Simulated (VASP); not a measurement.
TiTe2:

```xyz
3
Lattice="3.7904 0.0000 0.0000 -1.8952 3.2826 0.0000 0.0000 0.0000 6.5559" Properties=species:S:1:pos:R:3 pbc="T T T"
Ti    0.0000    0.0000    0.0000
Te    1.8952    1.0942    1.6901
Te    0.0000    2.1884    4.8658
```

Base run:

```yaml
Program: VASP 6.6.1
Functional: r2SCAN
Potentials_or_basis: VASP PAW PBE potentials, release 64 (Ti_sv, Te)
Cutoff: 520 eV
k_mesh: 6 × 6 × 4
Occupations: fermi-dirac, width 0.02 eV
Spin: no spin polarisation
```

Its results: band gap on the k mesh zero (band 12 reaches 7.00 eV, above the bottom of band 13 at 6.43 eV); pressure 1.0 GPa; largest force 0.026 eV/Å.

Question: The run is repeated on the same cell with these changes: functional from r2SCAN to PBEsol; further incar settings from ALGO = Normal; EDIFF = 1e-06; NBANDS = 19 to ALGO = Normal; EDIFF = 1e-07; NBANDS = 19. What comes out?

Answer: Band gap on the k mesh zero (band 12 reaches 6.87 eV, above the bottom of band 13 at 6.23 eV); pressure -2.2 GPa; largest force 0.025 eV/Å.

Caveats: the PAW data sets were made with another functional, which shifts forces and pressure a little; spin-orbit coupling is left out, which moves the levels of the heavy elements; this functional lacks dispersion, which binds the layers, so the pressure and a relaxed spacing across them are unreliable (some runs).
